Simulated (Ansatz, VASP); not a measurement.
# One calculation of Ti2C, two programs

```
Ti C
1.0
     1.54070    0.88952    4.81377
    -1.54070    0.88952    4.81377
     0.00000   -1.77905    4.81377
Ti C
2 1
Direct
  0.24550 0.24550 0.24550
  0.75450 0.75450 0.75450
  0.50000 0.50000 0.50000
```

Alike in both runs: task single point; functional PBEsol; k mesh 13 × 13 × 13; no spin polarisation.

|  | VASP | Ansatz |
| --- | --- | --- |
| version | VASP 6.6.1 | Ansatz 0.2.0 |
| potentials or method | VASP PAW PBE potentials, release 64 (Ti_sv, C) | plane waves, PAW |
| plane-wave cutoff (eV) | 520 | 420 |
| occupations | fermi-dirac, width 0.1 eV | fermi-dirac |
| valence electrons in the cell | 28 | 28 |

Ansatz gave:

- gap on the k mesh at the Fermi level (eV): none
- pressure (GPa): -4.5
- traceless stress, the component that is largest in VASP (GPa): 0.51
- rms of the force components (eV/Å): 0.089

**Question.** Estimate VASP's values.

**Answer.** gap on the k mesh at the Fermi level (eV): none; pressure (GPa): -4.4; traceless stress, the component that is largest in VASP (GPa): 0.49; rms of the force components (eV/Å): 0.077.

VASP's potentials were made for PBE, not for PBEsol. Atom by atom the forces differ by 0.011 eV/Å (rms over components). A gap of «none» marks a metal or a gap that the smearing closes.
